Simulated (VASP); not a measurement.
# Si5C (P-6m2) in VASP: a series of runs

The runs below take Si5C through single point, with PBE.

All numbers are computed with VASP 6.6.1; they aren't measurements. Logs are shortened: lines on timing, memory, paths and dates and some standing lists are left out, and cuts for length are marked.

### Step 1. The cell of the first run

The structure is hexagonal, space group P-6m2 (No. 187). Conventional cell: a = 2.771 Å, b = 2.771 Å, c = 12.060 Å, α = 90.00°, β = 90.00°, γ = 120.00°. Si (site symmetry 3m) has 3 C at 2.01 Å and 1 Si at 2.42 Å within 2.7 Å. Within 3.7 Å of Si (site symmetry -6m2) lie 12 Si at 2.77 to 2.81 Å. Within 3.7 Å of Si (site symmetry 3m) lie 12 Si at 2.77 to 2.98 Å. C (site symmetry -6m2) has 6 Si at 2.01 Å within 2.7 Å.

### Step 2. Single point, PBE

The input, INCAR:

```
SYSTEM = Si5C
  PREC = Accurate
  ENCUT = 520
  EDIFF = 1E-7
  ISMEAR = 0
  SIGMA = 0.1
  LREAL = .False.
  LASPH = .True.
  NELM = 60
  ALGO = Normal
  ISIF = 2
  LWAVE = .False.
  LCHARG = .False.
  GGA = PE
  NBANDS = 21
```

The input, KPOINTS:

```
Automatic mesh
0
Gamma
  6 6 2
  0 0 0
```

The input, POSCAR:

```
Si5C
1.0
    2.7712274392      0.0000000000      0.0000000000
   -1.3856137196      2.3999533621      0.0000000000
    0.0000000000      0.0000000000     12.0602525983
Si C
5 1
Direct
    0.3333333333      0.6666666667      0.8996445590
    0.3333333333      0.6666666667      0.1003554410
    0.3333333333      0.6666666667      0.5000000000
    0.6666666667      0.3333333333      0.3087497425
    0.6666666667      0.3333333333      0.6912502575
    0.6666666667      0.3333333333      0.0000000000
```

Potentials or basis: VASP PAW PBE potentials, release 64 (Si, C).

On the command line:

```console
cat potpaw_PBE.64/Si/POTCAR potpaw_PBE.64/C/POTCAR > POTCAR
mpirun -np 1 vasp_std > vasp.out
```

OUTCAR:

```text
SYSTEM = Si5C
   PREC = Accurate
   ENCUT = 520
   EDIFF = 1E-7
   ISMEAR = 0
   LREAL = .False.
   LASPH = .True.
   NELM = 60
   ISIF = 2
   GGA = PE

 ion  position               nearest neighbor table
   1  0.333  0.667  0.900-   6 2.01   6 2.01   6 2.01   2 2.42   5 2.98   5 2.98   5 2.98
   2  0.333  0.667  0.100-   6 2.01   6 2.01   6 2.01   1 2.42   4 2.98   4 2.98   4 2.98
   3  0.333  0.667  0.500-   4 2.81   5 2.81   4 2.81   5 2.81   4 2.81   5 2.81
   4  0.667  0.333  0.309-   3 2.81   3 2.81   3 2.81   2 2.98   2 2.98   2 2.98
   5  0.667  0.333  0.691-   3 2.81   3 2.81   3 2.81   1 2.98   1 2.98   1 2.98
   6  0.667  0.333  0.000-   1 2.01   2 2.01   1 2.01   2 2.01   1 2.01   2 2.01

  LATTYP: Found a hexagonal cell.
 ALAT       =     2.7712274392
 C/A-ratio  =     4.3519533719

  Lattice vectors:

 A1 = (   2.7712274392,   0.0000000000,   0.0000000000)
 A2 = (  -1.3856137196,   2.3999533621,   0.0000000000)
 A3 = (   0.0000000000,   0.0000000000,  12.0602525983)

Analysis of symmetry for initial positions (statically):
=====================================================================
 Subroutine PRICEL returns:
 Original cell was already a primitive cell.

 Routine SETGRP: Setting up the symmetry group for a
 hexagonal supercell.

 Subroutine GETGRP returns: Found 12 space group operations
 (whereof 12 operations were pure point group operations)
 out of a pool of 24 trial point group operations.

The static configuration has the point symmetry D_3h.

Analysis of symmetry for dynamics (positions and initial velocities):
=====================================================================
 Subroutine PRICEL returns:
 Original cell was already a primitive cell.

 Routine SETGRP: Setting up the symmetry group for a
 hexagonal supercell.

 Subroutine GETGRP returns: Found 12 space group operations
 (whereof 12 operations were pure point group operations)
 out of a pool of 24 trial point group operations.

The dynamic configuration has the point symmetry D_3h.

 Subroutine INISYM returns: Found 12 space group operations
 (whereof 12 operations are pure point group operations),
 and found     1 'primitive' translations

----------------------------------------------------------------------------------------

                                     Primitive cell

  volume of cell :      80.2105

  direct lattice vectors                    reciprocal lattice vectors
     2.771227439  0.000000000  0.000000000     0.360850930  0.208337382  0.000000000
    -1.385613720  2.399953362  0.000000000     0.000000000  0.416674764  0.000000000
     0.000000000  0.000000000 12.060252598     0.000000000  0.000000000  0.082917003

  length of vectors
     2.771227439  2.771227439 12.060252598     0.416674764  0.416674764  0.082917003

  position of ions in fractional coordinates (direct lattice)
     0.333333333  0.666666667  0.899644559
     0.333333333  0.666666667  0.100355441
     0.333333333  0.666666667  0.500000000
     0.666666667  0.333333333  0.308749742
     0.666666667  0.333333333  0.691250258
     0.666666667  0.333333333  0.000000000

  ion indices of the primitive-cell ions
   primitive index   ion index
                 1           1
                 2           2
                 3           3
                 4           4
                 5           5
                 6           6

----------------------------------------------------------------------------------------

 KPOINTS: Automatic mesh

Automatic generation of k-mesh.
 Grid dimensions read from file:
 generate k-points for:    6    6    2

 Generating k-lattice:

  Cartesian coordinates                     Fractional coordinates (reciprocal lattice)
     0.060141822  0.034722897  0.000000000     0.166666667 -0.000000000  0.000000000
     0.000000000  0.069445794  0.000000000     0.000000000  0.166666667  0.000000000
     0.000000000  0.000000000  0.041458501     0.000000000  0.000000000  0.500000000

  Length of vectors
     0.069445794  0.069445794  0.041458501

  Shift w.r.t. Gamma in fractional coordinates (k-lattice)
     0.000000000  0.000000000  0.000000000

 Subroutine IBZKPT returns following result:
 ===========================================

 Found     14 irreducible k-points:

 Following reciprocal coordinates:
            Coordinates               Weight
  0.000000  0.000000  0.000000      1.000000
  0.166667  0.000000  0.000000      6.000000
  0.333333  0.000000  0.000000      6.000000
  0.500000  0.000000  0.000000      3.000000
  0.166667  0.166667  0.000000      6.000000
  0.333333  0.166667  0.000000     12.000000
  0.333333  0.333333  0.000000      2.000000
  0.000000  0.000000  0.500000      1.000000
  0.166667  0.000000  0.500000      6.000000
  0.333333  0.000000  0.500000      6.000000
  0.500000  0.000000  0.500000      3.000000
  0.166667  0.166667  0.500000      6.000000
  0.333333  0.166667  0.500000     12.000000
  0.333333  0.333333  0.500000      2.000000
   k-points           NKPTS =     14   k-points in BZ     NKDIM =     14   number of bands    NBANDS=     21
   number of dos      NEDOS =    301   number of ions     NIONS =      6
   total plane-waves  NPLWV =  51840
   dimension x,y,z NGX =    24 NGY =   24 NGZ =   90
   dimension x,y,z NGXF=    48 NGYF=   48 NGZF=  180
   ions per type =               5   1
   NGX,Y,Z   is equivalent  to a cutoff of  14.40, 14.40, 12.41 a.u.
   NGXF,Y,Z  is equivalent  to a cutoff of  28.80, 28.80, 24.81 a.u.
 SYSTEM =  Si5C
   PREC   = accura    normal or accurate (medium, high low for compatibility)
   ISTART =      0    job   : 0-new  1-cont  2-samecut
   ICHARG =      2    charge: 1-file 2-atom 10-const
   ISPIN  =      1    spin polarized calculation?
   LNONCOLLINEAR =      F non collinear calculations
   LSORBIT =      F    spin-orbit coupling
   LASPH  =      T    aspherical Exc in radial PAW
   ENCUT  =  520.0 eV  38.22 Ry    6.18 a.u.   5.15  5.15 22.42*2*pi/ulx,y,z
   NELM   =     60;   NELMIN=  2; NELMDL= -5     # of ELM steps
   EDIFF  = 0.1E-06   stopping-criterion for ELM
   LREAL  =      F    real-space projection
   EDIFFG = 0.1E-05   stopping-criterion for IOM
   NSW    =      0    number of steps for IOM
   IBRION =     -1    ionic relax: 0-MD 1-quasi-New 2-CG
   NFREE  =      0    steps in history (QN), initial steepest desc. (CG)
   ISIF   =      2    stress and relaxation
   ISYM   =      2    0-nonsym 1-usesym 2-fastsym
   POTIM  = 0.5000    time-step for ionic-motion
   TEBEG  =    0.0;   TEEND  =   0.0 temperature during run
   PSTRESS=    0.0 pullay stress
   NELECT =      24.0000    total number of electrons
   NUPDOWN=      -1.0000    fix difference up-down
   EMIN   =  10.00;   EMAX   =-10.00  energy-range for DOS
   EFERMI =   0.00;   METHOD = LEGACY
   ISMEAR =     0;   SIGMA  =   0.10  broadening in eV -4-tet -1-fermi 0-gaus
   EFERMI_NEDOS =   21; number of points for ismear=-14 and -15
   IALGO  =     38    algorithm
   IMIX   =      4    mixing-type and parameters
     AMIX     =   0.40;   BMIX     =  1.00
     AMIX_MAG =   1.60;   BMIX_MAG =  1.00
  volume/ion in A,a.u.               =      13.37        90.21
  Fermi-wavevector in a.u.,A,eV,Ry     =   1.094968  2.069190 16.312774  1.198955
  Thomas-Fermi vector in A             =   2.231283
   LORBIT       =      0    0 simple, 1 ext, 2 COOP (PROOUT), +10 PAW based schemes
   GGA     = PE    functional components
   LHFCALC =     F    Hartree Fock is set to
   AEXX    =    0.0000 exact exchange contribution
   IVDW    =     0    specifies the selected vdW correction
   LEPSILON=     F    determine dielectric tensor
   LRPA    =     F    only Hartree local field effects (RPA)
 non-spin polarized calculation
 Gauss-broadening in eV      SIGMA  =   0.10
  energy-cutoff  :      520.00
  volume of cell :       80.21
 maximum number of plane-waves:      2172
 NGX is ok and might be reduce to    24
   NGX = 11   NGY = 11   NGZ = 45

 number of electron      24.0000001 magnetization

 Free energy of the ion-electron system (eV)
  ---------------------------------------------------
  ext. energy  EPLUGINS =         0.00000000
  ---------------------------------------------------
  free energy    TOTEN  =       -32.15657684 eV

  energy without entropy =      -32.15363437  energy(sigma->0) =      -32.15510560

 E-fermi :   9.6306     XC(G=0): -11.1899

 val. band max:        9.5120751105   @ k =   0.0000   0.0000   0.0000
 cond. band min:       9.7249086241   @ k =   0.5000   0.0000   0.0000
 fundamental gap:      0.2128335136
 Fermi energy:         9.6306405331

 k-point     1 :       0.0000    0.0000    0.0000
  band No.  band energies     occupation
      1      -7.8714      2.00000
      2      -3.6697      2.00000
      3      -3.2139      2.00000
      4      -1.3686      2.00000
      5      -0.4390      2.00000
      6       3.7899      2.00000
[... 13 lines left out ...]
     20      18.8488      0.00000
     21      19.4527      0.00000

 k-point     2 :       0.1667    0.0000    0.0000
  band No.  band energies     occupation
      1      -7.2528      2.00000
      2      -2.9733      2.00000
      3      -2.5298      2.00000
      4      -0.6973      2.00000
      5       0.2410      2.00000
      6       4.4351      2.00000
[... 13 lines left out ...]
     20      17.9261      0.00000
     21      18.0641      0.00000

 k-point     3 :       0.3333    0.0000    0.0000
  band No.  band energies     occupation
      1      -5.4507      2.00000
      2      -0.9023      2.00000
      3      -0.5169      2.00000
      4       1.2659      2.00000
      5       1.9214      2.00000
      6       2.3390      2.00000
[... 13 lines left out ...]
     20      14.9743      0.00000
     21      16.2180      0.00000

 k-point     4 :       0.5000    0.0000    0.0000
  band No.  band energies     occupation
      1      -3.3462      2.00000
      2      -1.1122      2.00000
      3       2.0303      2.00000
      4       2.1632      2.00000
      5       2.9109      2.00000
      6       3.4960      2.00000
[... 13 lines left out ...]
     20      15.3454      0.00000
     21      15.6347      0.00000

 k-point     5 :       0.1667    0.1667    0.0000
  band No.  band energies     occupation
      1      -6.0386      2.00000
      2      -1.5889      2.00000
      3      -1.1788      2.00000
      4       0.6233      2.00000
      5       1.5871      2.00000
      6       3.8312      2.00000
[... 13 lines left out ...]
     20      15.6020      0.00000
     21      16.8238      0.00000

 k-point     6 :       0.3333    0.1667    0.0000
  band No.  band energies     occupation
      1      -3.7984      2.00000
      2       0.3065      2.00000
      3       1.1430      2.00000
      4       1.3806      2.00000
      5       3.0865      2.00000
      6       4.1119      2.00000
[... 13 lines left out ...]
     20      14.7487      0.00000
     21      14.8842      0.00000

 k-point     7 :       0.3333    0.3333    0.0000
  band No.  band energies     occupation
      1      -2.2446      2.00000
      2      -0.2315      2.00000
      3       1.7775      2.00000
      4       3.2147      2.00000
      5       4.1836      2.00000
      6       4.2303      2.00000
[... 13 lines left out ...]
     20      12.3493      0.00000
     21      14.5457      0.00000
[... 51 lines left out ...]
      1      -5.4506      2.00000
      2      -1.0670      2.00000
      3       0.1103      2.00000
      4       0.3539      2.00000
      5       1.9887      2.00000
      6       3.2636      2.00000
[... 13 lines left out ...]
     20      15.3478      0.00000
     21      16.2708      0.00000

 k-point    11 :       0.5000    0.0000    0.5000
  band No.  band energies     occupation
      1      -3.3462      2.00000
      2      -1.1120      2.00000
      3       1.8306      2.00000
      4       2.5048      2.00000
      5       2.9156      2.00000
      6       3.4083      2.00000
[... 13 lines left out ...]
     20      14.4937      0.00000
     21      14.7536      0.00000

 k-point    12 :       0.1667    0.1667    0.5000
  band No.  band energies     occupation
      1      -6.0385      2.00000
      2      -1.7505      2.00000
      3      -0.5335      2.00000
      4      -0.3230      2.00000
      5       2.6288      2.00000
      6       3.7240      2.00000
[... 13 lines left out ...]
     20      15.1693      0.00000
     21      15.7365      0.00000

 k-point    13 :       0.3333    0.1667    0.5000
  band No.  band energies     occupation
      1      -3.7984      2.00000
      2       0.3081      2.00000
      3       0.9446      2.00000
      4       1.9307      2.00000
      5       2.3863      2.00000
      6       4.2707      2.00000
[... 13 lines left out ...]
     20      13.9851      0.00000
     21      15.4545      0.00000

 k-point    14 :       0.3333    0.3333    0.5000
  band No.  band energies     occupation
      1      -2.2446      2.00000
      2      -0.2315      2.00000
      3       1.7778      2.00000
      4       3.1832      2.00000
      5       4.1598      2.00000
      6       4.3506      2.00000
[... 13 lines left out ...]
     20      13.9377      0.00000
     21      14.4503      0.00000

------------------------ aborting loop because EDIFF is reached ----------------------------------------

  FORCE on cell =-STRESS in cart. coord.  units (eV):
  Direction    XX          YY          ZZ          XY          YZ          ZX
  --------------------------------------------------------------------------------------
  -------------------------------------------------------------------------------------
  Total        0.0787531      0.0787531     -0.2373674      0.0000000     -0.0000000      0.0000000
  in kB        1.5730660      1.5730660     -4.7413316      0.0000000     -0.0000000      0.0000000
  external PRESSURE =      -0.5317332 kB  Pullay stress =       0.0000000 kB

 VOLUME and BASIS-vectors are now :
 -----------------------------------------------------------------------------
  energy-cutoff  :      520.00
  volume of cell :       80.21
      direct lattice vectors                 reciprocal lattice vectors
     2.771227439  0.000000000  0.000000000     0.360850930  0.208337382  0.000000000
    -1.385613720  2.399953362  0.000000000     0.000000000  0.416674764  0.000000000
     0.000000000  0.000000000 12.060252598     0.000000000  0.000000000  0.082917003

 POSITION                                       TOTAL-FORCE (eV/Angst)
 -----------------------------------------------------------------------------------
     -0.00000      1.59997     10.84994        -0.000000      0.000000     -0.006436
     -0.00000      1.59997      1.21031        -0.000000      0.000000      0.006436
     -0.00000      1.59997      6.03013        -0.000000      0.000000     -0.000000
      1.38561      0.79998      3.72360        -0.000000      0.000000      0.002872
      1.38561      0.79998      8.33665        -0.000000      0.000000     -0.002872
      1.38561      0.79998      0.00000         0.000000     -0.000000     -0.000000
 -----------------------------------------------------------------------------------
    total drift:                               -0.000000      0.000000      0.000000

  FREE ENERGIE OF THE ION-ELECTRON SYSTEM (eV)
  ---------------------------------------------------
  free  energy   TOTEN  =       -32.1565768416 eV

  energy  without entropy=      -32.1536343683  energy(sigma->0) =      -32.15510560
```

It took 20 s on 1 thread of Intel Xeon Platinum 8488C (Sapphire Rapids), shared host; peak memory 0.21 GiB.

Results:

```
Free energy            : -32.1566 eV
Pressure               : -0.1 GPa
Largest force          : 0.006 eV/Å
Band gap on the k mesh : zero (band 12 reaches 16.39 eV, above the bottom of band 13 at 7.29 eV)
```

Forces on the atoms (eV/Å):
```
Si   0.000  0.000 -0.006
Si   0.000  0.000  0.006
Si   0.000  0.000  0.000
Si   0.000  0.000  0.003
Si   0.000  0.000 -0.003
C    0.000  0.000  0.000
```

Levels at points of the mesh, in eV from the Fermi level:
| k point | band 8 | band 9 | band 10 | band 11 | band 12 | band 13 | band 14 | band 15 | band 16 | band 17 |
| --- | --- | --- | --- | --- | --- | --- | --- | --- | --- | --- |
| (0.00, 0.00, 0.00) | -0.44 | -0.44 | -0.12 | 1.00 | 6.76 | 6.84 | 7.82 | 7.82 | 8.50 | 8.50 |
| (0.50, 0.00, 0.00) | -4.36 | -4.03 | -3.68 | -2.94 | -0.70 | -0.29 | 0.09 | 1.67 | 3.36 | 3.80 |
| (0.00, 0.00, 0.50) | -2.68 | -0.44 | -0.44 | 3.14 | 5.09 | 6.85 | 7.82 | 7.82 | 8.41 | 8.41 |
| (0.50, 0.00, 0.50) | -5.19 | -3.44 | -2.94 | -2.34 | -2.29 | -1.24 | 1.79 | 2.52 | 2.73 | 3.72 |

Caveat: the k points lie up to 0.44 Å⁻¹ apart.

### Step 3. Single point, PBE

This run uses another cell than the first one, of 14.80 Å³/atom, 1.107 times its volume.

The input, INCAR:

```
  PREC = Accurate
  ENCUT = 520
  EDIFF = 1E-6
  ISMEAR = 0
  SIGMA = 0.1
  LREAL = False
  LASPH = True
  NELM = 60
  ALGO = Normal
  ISIF = 2
  LWAVE = False
  LCHARG = False
  GGA = PE
  NBANDS = 21
```

The input, KPOINTS:

```
Automatic mesh
0
Gamma
  6 6 2
```

The input, POSCAR:

```
Si5C
1.0
    2.7765106600      0.0000000000      0.0000000000
   -1.3882553300      2.4045287700      0.0000000000
    0.0000000000      0.0000000000     13.3001225800
Si C
5 1
Direct
    0.3333333300      0.6666666700      0.8333333300
    0.3333333300      0.6666666700      0.1666666700
    0.3333333300      0.6666666700      0.5000000000
    0.6666666700      0.3333333300      0.3333333300
    0.6666666700      0.3333333300      0.6666666700
    0.6666666700      0.3333333300      0.0000000000
```

Potentials or basis: VASP PAW PBE potentials, release 64 (Si, C).

On the command line:

```console
cat potpaw_PBE.64/Si/POTCAR potpaw_PBE.64/C/POTCAR > POTCAR
mpirun -np 1 vasp_std > vasp.out
```

Run time: 22 s. Hardware: 1 thread of Intel Xeon Platinum 8488C (Sapphire Rapids), shared host; peak memory 0.22 GiB.

The run converged. Its results:

| Item | Value |
| --- | --- |
| Free energy | -28.5878 eV |
| Pressure | -8.7 GPa |
| Largest force | 1.384 eV/Å |
| Band gap on the k mesh | zero (band 12 reaches 12.30 eV, above the bottom of band 13 at 5.81 eV) |

Forces on the atoms (eV/Å):
```
Si   0.000  0.000  1.384
Si   0.000  0.000 -1.384
Si   0.000  0.000  0.000
Si   0.000  0.000  0.180
Si   0.000  0.000 -0.180
C    0.000  0.000  0.000
```

Stress tensor (GPa, compression positive):
```
 -4.80   0.00   0.00
  0.00  -4.80   0.00
  0.00   0.00 -16.43
```

Levels at points of the mesh, in eV from the Fermi level:
```
           k point  band 9  band 10  band 11  band 12  band 13  band 14  band 15  band 16
(0.00, 0.00, 0.00)   -1.29     3.21     3.21     4.02     5.35     7.88     7.88     8.44
(0.50, 0.00, 0.00)   -3.97    -3.79    -1.56    -1.25    -0.96     0.81     1.69     2.78
(0.00, 0.00, 0.50)    1.31     1.87     3.21     3.21     6.82     7.87     7.87     8.47
(0.50, 0.00, 0.50)   -3.76    -2.93    -2.40    -2.23     0.77     0.85     1.69     2.05
```

Caveat: the k points lie up to 0.44 Å⁻¹ apart; forces of over 1 eV/Å act on the atoms, so gaps and moduli don't describe the material at rest.
